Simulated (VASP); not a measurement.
## Mo: single point with PBE

Mo, a slab with vacuum:

```
Mo
1.0
     2.73705    0.00000    0.00000
    -0.91235    2.58051    0.00000
     0.00000    0.00000   19.80824
Mo
3
Direct
  0.50000 0.50000 0.20194
  0.00000 0.00000 0.31069
  0.50000 0.50000 0.41943
```

```json
{"Program": "VASP 6.6.1", "Task": "single point", "Functional": "PBE", "Potentials or basis": "VASP PAW PBE potentials, release 64 (Mo_sv)", "Cutoff": "400 eV", "k mesh": "10 × 10 × 1", "Occupations": "gaussian, width 0.1 eV", "Spin": "no spin polarisation"}
```

| Property | Result |
| --- | --- |
| Largest force | 0.030 eV/Å |
| Band gap on the k mesh | zero (band 21 reaches 2.45 eV, above the bottom of band 22 at 0.58 eV) |

Forces on the atoms (eV/Å):
```
Mo   0.000  0.000 -0.030
Mo   0.000  0.000  0.000
Mo   0.000  0.000  0.030
```

Levels at points of the mesh, in eV from the Fermi level:
```csv
k point,band 17,band 18,band 19,band 20,band 21,band 22,band 23,band 24,band 25,band 26
"(0.00, 0.00, 0.00)",-2.13,-1.40,-1.30,-1.18,-0.83,-0.16,1.34,1.34,1.49,1.52
"(0.50, 0.00, 0.00)",-2.91,-2.46,-0.99,0.28,1.30,1.63,1.72,1.97,2.17,2.76
"(0.50, 0.50, 0.00)",-2.76,-2.73,-0.22,0.29,0.81,1.35,2.73,2.86,2.99,4.01
```

Wall time 120 s on 1 thread of Intel(R) Xeon(R) Platinum 8375C CPU @ 2.90GHz (Ice Lake), on a shared host, peak memory 0.23 GiB.
